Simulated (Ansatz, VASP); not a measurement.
# AlFe3: VASP beside Ansatz

Contents of INCAR:

```
SYSTEM = AlFe3
ALGO = Normal
EDIFF = 1E-6
ENCUT = 520
ISIF = 2
ISMEAR = -1
ISPIN = 2
LASPH = .True.
LCHARG = .False.
LMAXMIX = 4
LORBIT = 11
LREAL = .False.
LWAVE = .False.
MAGMOM = 0 2.4 2.4 2.4
NBANDS = 26
NELM = 150
PREC = Accurate
SIGMA = 0.1
```

KPOINTS

```
k-points
0
Gamma
  6 6 6
  0 0 0
```

POSCAR

```
AlFe3
1.0
    3.6392900000      0.0000000000      0.0000000000
    0.0000000000      3.6392900000      0.0000000000
    0.0000000000      0.0000000000      3.6392900000
Al Fe
1 3
Direct
    0.0000000000      0.0000000000      0.0000000000
    0.0000000000      0.5000000000      0.5000000000
    0.5000000000      0.0000000000      0.5000000000
    0.5000000000      0.5000000000      0.0000000000
```

Input for Ansatz:

```yaml
crystal:
  lattice:
    - [3.63929, 0.0, 0.0]
    - [0.0, 3.63929, 0.0]
    - [0.0, 0.0, 3.63929]
  atoms:
    - { symbol: Al, position: [0.0, 0.0, 0.0] }
    - { symbol: Fe, position: [0.0, 0.5, 0.5], spin: 2.4 }
    - { symbol: Fe, position: [0.5, 0.0, 0.5], spin: 2.4 }
    - { symbol: Fe, position: [0.5, 0.5, 0.0], spin: 2.4 }
basis:
  ecutwfc: 550.0
kpoints:
  mp_grid:
    grid: [6, 6, 6]
hamiltonian:
  xc: lda
  pseudopotentials:
    kind: paw
magnetization:
  spin_polarized: true
scf:
  occupations:
    method: fermi_dirac
```

Alike in both runs: task single point; functional LDA; k mesh 6 × 6 × 6; collinear spin.

|  | VASP | Ansatz |
| --- | --- | --- |
| version | VASP 6.6.1 | Ansatz 0.2.0 |
| potentials or method | VASP PAW LDA potentials, release 64 (Al, Fe), cutoff 520 eV | plane waves, PAW |
| occupations | fermi-dirac, width 0.1 eV | fermi-dirac |
| valence electrons in the cell | 27 | 51 |

Ansatz gave:

| Property | Result |
| --- | --- |
| net moment per atom (μB) | 1.65 |
| size of the moment on the site where the two differ most (μB) | 2.22 |

Question: What did VASP give for the same quantities?

Answer: net moment per atom (μB): 1.61; size of the moment on the site where the two differ most (μB): 2.15.

LDA's correlation is that of Perdew and Zunger in VASP and of Perdew and Wang (1992) in Ansatz. Site moments also hang on the region over which each program counts them. VASP's potentials hold 27 valence electrons a cell and Ansatz's 51, so a difference there can come from the potentials and not from the codes.
